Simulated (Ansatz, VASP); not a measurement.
## Two plane-wave programs on Al3Ga5As8

```
CELL_PARAMETERS angstrom
-5.65636 5.65636 0.00000
-5.65636 0.00000 5.65636
0.00000 5.65636 5.65636
ATOMIC_POSITIONS crystal
Al 0.00000 0.00000 0.00000
Al 0.50000 0.00000 0.00000
Al 0.00000 0.50000 0.00000
Ga 0.00000 0.00000 0.50000
Ga 0.50000 0.50000 0.00000
Ga 0.50000 0.00000 0.50000
Ga 0.00000 0.50000 0.50000
Ga 0.50000 0.50000 0.50000
As 0.87500 0.87500 0.37500
As 0.37500 0.87500 0.37500
As 0.87500 0.37500 0.37500
As 0.87500 0.87500 0.87500
As 0.37500 0.37500 0.37500
As 0.37500 0.87500 0.87500
As 0.87500 0.37500 0.87500
As 0.37500 0.37500 0.87500
```

Alike in both runs: task relaxation of cell and atoms; functional PBEsol; k mesh 4 × 4 × 4; occupations gaussian, width 0.02 eV; no spin polarisation.

|  | VASP | Ansatz |
| --- | --- | --- |
| version | VASP 6.6.1 | Ansatz 0.2.0 |
| potentials or method | VASP PAW PBE potentials, release 64 (Al, Ga_d, As), cutoff 600 eV | scalar-relativistic, plane waves, PAW |
| valence electrons in the cell | 114 | 194 |

|  | VASP | Ansatz | Ansatz less VASP |
| --- | --- | --- | --- |
| gap on the k mesh at the Fermi level, each at its own relaxed structure (eV) | 0.73 | 0.74 | +0.008 |
| relaxed volume (Å³/atom) | 22.79 | 22.73 | -0.057 |
| relaxed length of the cell vector where the two differ most in proportion (Å) | 8.019 | 8.012 | -0.0069 |

VASP's potentials were made for PBE, not for PBEsol. VASP's potentials hold 114 valence electrons a cell and Ansatz's 194, so a difference there can come from the potentials and not from the codes.
